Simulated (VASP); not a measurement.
Write the native input for VASP 6.6.1 that does the following.

```
Task                   : single point
Functional             : PBEsol
Potentials or basis    : VASP PAW PBE potentials, release 64 (Te, Sb, Ge_d)
Cutoff                 : 500 eV
k mesh                 : 7 × 7 × 2
Occupations            : fermi-dirac, width 0.05 eV
Spin                   : no spin polarisation
Dipole correction      : no
Further INCAR settings : ALGO = Normal; EDIFF = 1e-06; NBANDS = 44
```

The structure of Ge2Sb2Te5 lies in POSCAR:

```
Ge2Sb2Te5
1.0
    4.2940644248      0.0000000000      0.0000000000
   -2.1470322124      3.7187688774      0.0000000000
    0.0000000000      0.0000000000     17.1013460000
Te Sb Ge
5 2 2
Direct
    0.6562660000      0.3301960000      0.4210580000
    0.3232060000      0.6703040000      0.5795500000
    0.3344430000      0.6798990000      0.2035310000
    0.6645560000      0.3416920000      0.7979830000
   -0.0123470000     -0.0115810000     -0.0012600000
    0.0045150000      0.0130290000      0.3197990000
   -0.0021110000     -0.0054360000      0.6806000000
    0.6564150000      0.3344940000      0.1015940000
    0.3187400000      0.6532750000      0.8970460000
```

This cell differs from its parent crystal: atoms moved at random.

One way to write it, as run:

INCAR

```
SYSTEM = Ge2Sb2Te5
PREC = Accurate ; ENCUT = 500
EDIFF = 1E-6 ; ISMEAR = -1
SIGMA = 0.05 ; LREAL = .False.
LASPH = .True. ; NELM = 120
ALGO = Normal ; ISIF = 2
LWAVE = .False. ; LCHARG = .False.
GGA = PS ; NBANDS = 44
GGA_COMPAT = .False.
```

KPOINTS

```
regular mesh
0
Gamma
  7 7 2
  0 0 0
```

Potentials or basis: VASP PAW PBE potentials, release 64 (Te, Sb, Ge_d).

Launch:

```bash
$ cat potpaw_PBE.64/Te/POTCAR potpaw_PBE.64/Sb/POTCAR potpaw_PBE.64/Ge_d/POTCAR > POTCAR
$ mpirun -np 1 vasp_std > vasp.out
```

Results of the run:

| Property | Result |
| --- | --- |
| Pressure | -2.3 GPa |
| Largest force | 0.281 eV/Å |
| Band gap on the k mesh | 0.21 eV |

Caveat: the cell differs from its parent crystal (atoms moved at random); the PAW data sets were made with another functional, which shifts forces and pressure a little; spin-orbit coupling is left out, which moves the levels of the heavy elements.

It took 13 min on 1 thread of AMD EPYC 9R14 (Zen 4), on a shared host, peak memory 0.64 GiB.
